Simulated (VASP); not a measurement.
# Ga15As16Pb (a cell with a defect) in VASP: single point with PBE

Aim: the single point of Ga15As16Pb (a cell with a defect) with PBE.

Program: VASP 6.6.1. These are calculated values, not measurements. Logs are shortened: lines on timing, memory, paths and dates and some standing lists are left out, and cuts for length are marked.

## 1. The cell of the first run

The cell holds a defect, 32 atoms: a = 9.952 Å, b = 9.952 Å, c = 9.952 Å, α = 109.47°, β = 109.47°, γ = 109.47°.

## 2. Single point, PBE

Input file INCAR:

```
SYSTEM = Ga15As16Pb
PREC = Accurate
ENCUT = 400
EDIFF = 1E-6
ISMEAR = 0
SIGMA = 0.05
LREAL = Auto
LASPH = .True.
NELM = 120
ALGO = Normal
ISIF = 2
LWAVE = .False.
LCHARG = .False.
GGA = PE
NBANDS = 166
GGA_COMPAT = .False.
```

Input file KPOINTS:

```
Automatic mesh
0
Gamma
  3 3 3
  0 0 0
```

Input file POSCAR:

```
Ga15As16Pb
1.0
   -5.7459815546     -5.7459815546      5.7459815546
    5.7459815546      5.7459815546      5.7459815546
   -5.7459815546      5.7459815546     -5.7459815546
Pb Ga As
1 15 16
Direct
    0.2500000000      0.5000000000      0.2500000000
    0.5025540552      0.5000000000     -0.0043103366
    0.2500000000      0.7525540552     -0.0043103366
    0.7500000000      0.5000000000      0.7500000000
    0.5043103366      0.7543103366      0.7568643917
    0.2500000000      0.0000000000      0.7500000000
   -0.0043103366      0.5000000000      0.5025540552
    0.7568643917      0.7543103366      0.5043103366
    0.5043103366      0.0068643917      0.5043103366
    0.2500000000      0.2456896634      0.5025540552
   -0.0043103366      0.7525540552      0.2500000000
    0.7500000000      0.0000000000      0.2500000000
    0.5025540552      0.2456896634      0.2500000000
   -0.0025540552     -0.0068643917     -0.0025540552
    0.7431356083      0.2474459448     -0.0025540552
   -0.0025540552      0.2474459448      0.7431356083
   -0.0251737371      0.2248262629     -0.0251737371
    0.2500000000      0.2486376928      0.7518536985
   -0.0013623072      0.5000000000      0.7518536985
    0.5013623072      0.2532160057      0.5013623072
    0.2500000000      0.5000000000      0.5251737371
    0.0032160057      0.7513623072      0.5013623072
    0.7518536985      0.2486376928      0.2500000000
    0.5251737371      0.5000000000      0.2500000000
    0.2500000000      0.7751737371      0.2500000000
   -0.0013623072      0.0018536985      0.2500000000
    0.7518536985      0.5000000000     -0.0013623072
    0.5013623072      0.7513623072      0.0032160057
    0.2500000000      0.0018536985     -0.0013623072
    0.7481463015      0.7467839943      0.7481463015
    0.4967839943     -0.0018536985      0.7481463015
    0.7481463015     -0.0018536985      0.4967839943
```

Potentials or basis: VASP PAW PBE potentials, release 64 (Pb_d, Ga_d, As).

On the command line:

```bash
$ cat potpaw_PBE.64/Pb_d/POTCAR potpaw_PBE.64/Ga_d/POTCAR potpaw_PBE.64/As/POTCAR > POTCAR
$ mpirun -np 1 vasp_std > vasp.out
```

OUTCAR:

```text
SYSTEM = Ga15As16Pb
   PREC = Accurate
   ENCUT = 400
   EDIFF = 1E-6
   ISMEAR = 0
   LREAL = Auto
   LASPH = .True.
   NELM = 120
   ISIF = 2
   GGA = PE

 ion  position               nearest neighbor table
   1  0.250  0.500  0.250-  17 2.74  21 2.74  24 2.74  25 2.74
   2  0.503  0.500  0.996-  24 2.47  27 2.47  18 2.48  28 2.48
   3  0.250  0.753  0.996-  25 2.47  29 2.47  19 2.48  28 2.48
   4  0.750  0.500  0.750-  19 2.47  27 2.47  30 2.47  20 2.47
   5  0.504  0.754  0.757-  21 2.47  28 2.47  30 2.48  31 2.48
   6  0.250  0.000  0.750-  18 2.47  29 2.47  31 2.47  22 2.47
[... 24 lines left out ...]
  31  0.497  0.998  0.748-   6 2.47  15 2.47   9 2.48   5 2.48
  32  0.748  0.998  0.497-  12 2.47  16 2.47   8 2.48   9 2.48

  LATTYP: Found a body centered cubic cell.
 ALAT       =    11.4919631092

  Lattice vectors:

 A1 = (  -5.7459815546,  -5.7459815546,   5.7459815546)
 A2 = (   5.7459815546,   5.7459815546,   5.7459815546)
 A3 = (  -5.7459815546,   5.7459815546,  -5.7459815546)

Analysis of symmetry for initial positions (statically):
=====================================================================
 Subroutine PRICEL returns:
 Original cell was already a primitive cell.

 Routine SETGRP: Setting up the symmetry group for a
 body centered cubic supercell.

 Subroutine GETGRP returns: Found 24 space group operations
 (whereof  2 operations were pure point group operations)
 out of a pool of 48 trial point group operations.

The static configuration has the point symmetry C_1h.
 The point group associated with its full space group is T_d .

Analysis of symmetry for dynamics (positions and initial velocities):
=====================================================================
 Subroutine PRICEL returns:
 Original cell was already a primitive cell.

 Routine SETGRP: Setting up the symmetry group for a
 body centered cubic supercell.

 Subroutine GETGRP returns: Found 24 space group operations
 (whereof  2 operations were pure point group operations)
 out of a pool of 48 trial point group operations.

The dynamic configuration has the point symmetry C_1h.
 The point group associated with its full space group is T_d .

 Subroutine INISYM returns: Found 24 space group operations
 (whereof  2 operations are pure point group operations),
 and found     1 'primitive' translations

[... 139 lines left out ...]
   ISIF   =      2    stress and relaxation
   ISYM   =      2    0-nonsym 1-usesym 2-fastsym
   POTIM  = 0.5000    time-step for ionic-motion
   TEBEG  =    0.0;   TEEND  =   0.0 temperature during run
   PSTRESS=    0.0 pullay stress
   NELECT =     289.0000    total number of electrons
   NUPDOWN=      -1.0000    fix difference up-down
   EMIN   =  10.00;   EMAX   =-10.00  energy-range for DOS
   EFERMI =   0.00;   METHOD = LEGACY
   ISMEAR =     0;   SIGMA  =   0.05  broadening in eV -4-tet -1-fermi 0-gaus
   EFERMI_NEDOS =   21; number of points for ismear=-14 and -15
   IALGO  =     38    algorithm
   IMIX   =      4    mixing-type and parameters
     AMIX     =   0.40;   BMIX     =  1.00
     AMIX_MAG =   1.60;   BMIX_MAG =  1.00
  volume/ion in A,a.u.               =      23.71       160.03
  Fermi-wavevector in a.u.,A,eV,Ry     =   1.186652  2.242446 19.158935  1.408142
  Thomas-Fermi vector in A             =   2.322820
   LORBIT       =      0    0 simple, 1 ext, 2 COOP (PROOUT), +10 PAW based schemes
   GGA     = PE    functional components
   LHFCALC =     F    Hartree Fock is set to
   AEXX    =    0.0000 exact exchange contribution
   IVDW    =     0    specifies the selected vdW correction
   LEPSILON=     F    determine dielectric tensor
   LRPA    =     F    only Hartree local field effects (RPA)
 non-spin polarized calculation
 Gauss-broadening in eV      SIGMA  =   0.05
  energy-cutoff  :      400.00
  volume of cell :      758.84
 maximum number of plane-waves:     13811
 NGX is ok and might be reduce to    70
   NGX = 33   NGY = 33   NGZ = 33

 number of electron     288.9999986 magnetization

 Free energy of the ion-electron system (eV)
  ---------------------------------------------------
  ext. energy  EPLUGINS =         0.00000000
  ---------------------------------------------------
  free energy    TOTEN  =      -131.24760164 eV

  energy without entropy =     -131.24121710  energy(sigma->0) =     -131.24440937

 E-fermi :   4.5692     XC(G=0):  -9.4275

 val. band max:        4.5491439335   @ k =  -0.3333   0.3333   0.3333
 cond. band min:       4.5939777027   @ k =   0.0000   0.0000   0.0000
 fundamental gap:      0.0448337692
 Fermi energy:         4.5691875243

 k-point     1 :       0.0000    0.0000    0.0000
  band No.  band energies     occupation
      1     -12.9113      2.00000
      2     -12.9113      2.00000
      3     -12.9113      2.00000
      4     -12.8295      2.00000
      5     -12.8295      2.00000
      6     -11.1249      2.00000
[... 625 lines left out ...]
    155       6.2938      0.00000
    156       6.5999      0.00000
 [bands above 156 left out]

------------------------ aborting loop because EDIFF is reached ----------------------------------------

  FORCE on cell =-STRESS in cart. coord.  units (eV):
  Direction    XX          YY          ZZ          XY          YZ          ZX
  --------------------------------------------------------------------------------------
  -------------------------------------------------------------------------------------
  Total        8.8971070      8.8971070      8.8971070      0.0000000     -0.0000000     -0.0000000
  in kB       18.7848064     18.7848064     18.7848064      0.0000000     -0.0000000     -0.0000000
  external PRESSURE =      18.7848064 kB  Pullay stress =       0.0000000 kB

 VOLUME and BASIS-vectors are now :
 -----------------------------------------------------------------------------
  energy-cutoff  :      400.00
  volume of cell :      758.84
      direct lattice vectors                 reciprocal lattice vectors
    -5.745981555 -5.745981555  5.745981555    -0.087017335  0.000000000  0.087017335
     5.745981555  5.745981555  5.745981555     0.000000000  0.087017335  0.087017335
    -5.745981555  5.745981555 -5.745981555    -0.087017335  0.087017335  0.000000000

 POSITION                                       TOTAL-FORCE (eV/Angst)
 -----------------------------------------------------------------------------------
      0.00000      2.87299      2.87299        -0.000000      0.000000     -0.000000
     -5.73589      5.70654      0.03944        -0.023811     -0.008411      0.008411
     -2.83355      8.60888      0.03944         0.008411      0.023811      0.008411
     -5.74598      2.87299      2.87299         0.000000      0.000000     -0.000000
     -2.91243      5.78542      2.88308        -0.008411      0.008411     -0.023811
     -5.74598      2.87299     -2.87299        -0.000000      0.000000     -0.000000
[... 24 lines left out ...]
     -1.41802      7.17965      4.29101         0.007040      0.023228     -0.007040
     -1.41802      4.29101      7.17965         0.007040     -0.007040      0.023228
 -----------------------------------------------------------------------------------
    total drift:                                0.000028     -0.000028     -0.000043

  FREE ENERGIE OF THE ION-ELECTRON SYSTEM (eV)
  ---------------------------------------------------
  free  energy   TOTEN  =      -131.2476016396 eV

  energy  without entropy=     -131.2412171002  energy(sigma->0) =     -131.24440937
```

Run time: 24 min. Hardware: 1 thread of Intel Xeon 8259CL, shared host; peak memory 0.81 GiB.

Results:

| Item | Value |
| --- | --- |
| Free energy | -131.2476 eV |
| Pressure | 1.9 GPa |
| Largest force | 0.027 eV/Å |
| Band gap on the k mesh | zero (an odd number of electrons rules out a gap without spin polarisation) |

Forces on the atoms (eV/Å):
```
Pb   0.000  0.000  0.000
Ga  -0.024 -0.008  0.008
Ga   0.008  0.024  0.008
Ga   0.000  0.000  0.000
Ga  -0.008  0.008 -0.024
Ga   0.000  0.000  0.000
Ga  -0.024  0.008 -0.008
Ga  -0.008 -0.024  0.008
Ga   0.024  0.008  0.008
Ga  -0.008  0.024 -0.008
Ga   0.008  0.008  0.024
Ga   0.000  0.000  0.000
Ga  -0.008 -0.008  0.024
Ga   0.024 -0.008 -0.008
Ga   0.008 -0.024 -0.008
Ga   0.008 -0.008 -0.024
As  -0.010  0.010  0.010
As  -0.007 -0.023 -0.007
As   0.023  0.007 -0.007
As  -0.023  0.007  0.007
As   0.010 -0.010  0.010
As  -0.007  0.023  0.007
As  -0.007 -0.007 -0.023
As   0.010  0.010 -0.010
As  -0.010 -0.010 -0.010
As   0.007  0.007 -0.023
As   0.023 -0.007  0.007
As  -0.007  0.007  0.023
As   0.007 -0.023  0.007
As  -0.023 -0.007 -0.007
As   0.007  0.023 -0.007
As   0.007 -0.007  0.023
```

Levels at points of the mesh, in eV from the Fermi level:
```csv
k point,band 143,band 144,band 145,band 146,band 147,band 148
"(0.00, 0.00, 0.00)",-0.90,-0.90,-0.84,0.02,0.60,0.60
```

Caveat: spin-orbit coupling is left out, which moves the levels of the heavy elements.
